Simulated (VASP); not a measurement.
Au:

```
Au
1.0
     2.92399    0.00000    0.00000
    -1.46199    2.53225    0.00000
     0.00000    0.00000    4.66162
Au
2
Cartesian
  0.0000 1.6882 3.4962
  1.4620 0.8441 1.1654
```

This isn't the form of Au at room conditions, which is fcc.

Base run:

* Program: VASP 6.6.1
* Functional: PBEsol
* Potentials or basis: VASP PAW PBE potentials, release 64 (Au)
* Cutoff: 520 eV
* k mesh: 12 × 12 × 8
* Occupations: gaussian, width 0.1 eV
* Spin: non-collinear spin, zero start, spin-orbit coupling
* Starting moments: [[0.0, 0.0, 0.0], [0.0, 0.0, 0.0]] μB

Its results: pressure -3.3 GPa.

The run is repeated on the same cell with these changes: spin from non-collinear spin, zero start, spin-orbit coupling to no spin polarisation; further incar settings from ALGO = Fast; EDIFF = 1e-06; NBANDS = 34 to ALGO = Fast; EDIFF = 1e-07; NBANDS = 18. What comes out?

Pressure -2.1 GPa.

Caveats: the PAW data sets were made with another functional, which shifts forces and pressure a little; the cell stands under tension (at least some runs).
